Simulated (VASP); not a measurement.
Here is a VASP 6.6.1 calculation.

Contents of POSCAR:

```
ZnCu
1.0
    2.9386444100      0.0000000000      0.0000000000
    0.0000000000      2.9386444100      0.0000000000
    0.0000000000      0.0000000000      2.9386444100
Zn Cu
1 1
Direct
    0.5000000000      0.5000000000      0.5000000000
    0.0000000000      0.0000000000      0.0000000000
```

The input INCAR.step1:

```
PREC = Accurate
ENCUT = 520
ISMEAR = -1
SIGMA = 0.1
LREAL = False
LASPH = True
NELM = 100
NBANDS = 18
GGA = PE
ALGO = Normal
EDIFF = 1E-4
LWAVE = True
LCHARG = False
```

File INCAR.step2:

```
PREC = Accurate
ENCUT = 520
EDIFF = 1E-6
ISMEAR = -1
SIGMA = 0.1
LREAL = False
LASPH = True
NELM = 100
ALGO = Normal
ISIF = 2
LWAVE = False
LCHARG = False
METAGGA = R2SCAN
LMIXTAU = True
NBANDS = 18
ISTART = 1
```

KPOINTS

```
regular mesh
0
Gamma
  11 11 11
```

Potentials or basis: VASP PAW PBE potentials, release 64 (Zn, Cu).

Run with:

```sh
$ cat potpaw_PBE.64/Zn/POTCAR potpaw_PBE.64/Cu/POTCAR > POTCAR
$ cp INCAR.step1 INCAR
$ mpirun -np 1 vasp_std > vasp.out
$ cp INCAR.step2 INCAR
$ mpirun -np 1 vasp_std > vasp.out
```

Predict the pressure.

-2.0 GPa.

Caveat: the PAW data sets were made with another functional, which shifts forces and pressure a little.
